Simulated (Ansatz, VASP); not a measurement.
## Zn in VASP and in Ansatz

Contents of POSCAR:

```
Zn
1.0
    0.0000000000      1.9269603759      1.9269603759
    1.9269603759      0.0000000000      1.9269603759
    1.9269603759      1.9269603759      0.0000000000
Zn
1
Direct
    0.0000000000      0.0000000000      0.0000000000
```

File INCAR.step1:

```
ALGO = Normal
EDIFF = 1E-5
EDIFFG = -0.005
ENCUT = 550
GGA = PE
GGA_COMPAT = F
IBRION = 2
ISIF = 3
ISMEAR = 0
LASPH = T
LCHARG = F
LREAL = F
LWAVE = T
NELM = 120
NELMIN = 4
NSW = 100
PREC = Accurate
SIGMA = 0.1
```

File INCAR.step2:

```
ALGO = Normal
EDIFF = 1E-7
EDIFFG = -0.01
ENCUT = 550
GGA_COMPAT = F
IBRION = 2
ISIF = 3
ISMEAR = 0
ISTART = 1
LASPH = T
LCHARG = F
LMIXTAU = T
LREAL = F
LWAVE = F
METAGGA = R2SCAN
NELM = 120
NELMIN = 4
NSW = 100
PREC = Accurate
SIGMA = 0.1
```

Contents of KPOINTS:

```
k-points
0
Gamma
  18 18 18
```

Input for Ansatz:

```yaml
crystal:
  lattice:
    - [0.0, 1.9269603759, 1.9269603759]
    - [1.9269603759, 0.0, 1.9269603759]
    - [1.9269603759, 1.9269603759, 0.0]
  atoms:
    - { symbol: Zn, position: [0.0, 0.0, 0.0] }
basis:
  ecutwfc: 500
kpoints:
  mp_grid: { grid: [18, 18, 18] }
hamiltonian:
  xc: r2scan
scf:
  occupations: { method: gaussian, width: 0.1 }
output:
  forces: true
  stress: true
  eigenvalues: true
relax:
  adjacent_minimum: "off"
  f_tol: 0.01
  max_steps: 80
  cell: { stress_tol: 0.05 }
```

Alike in both runs: task relaxation of cell and atoms; functional r2SCAN; k mesh 18 × 18 × 18; occupations gaussian, width 0.1 eV; no spin polarisation.

|  | VASP | Ansatz |
| --- | --- | --- |
| version | VASP 6.6.1 | Ansatz 0.2.0 |
| potentials or method | VASP PAW PBE potentials, release 64 (Zn), cutoff 550 eV | scalar-relativistic, plane waves, PAW |
| valence electrons in the cell | 12 | 12 |

Ansatz gave:

- gap on the k mesh at the Fermi level, each at its own relaxed structure (eV): none
- relaxed volume (Å³/atom): 14.28
- relaxed length of the cell vector where the two differ most in proportion (Å): 2.723

Problem. Estimate VASP's values.

Solution. gap on the k mesh at the Fermi level, each at its own relaxed structure (eV): none; relaxed volume (Å³/atom): 14.35; relaxed length of the cell vector where the two differ most in proportion (Å): 2.727.

VASP's potentials were made for PBE, not for r2SCAN. A gap of «none» marks a metal or a gap that the smearing closes.
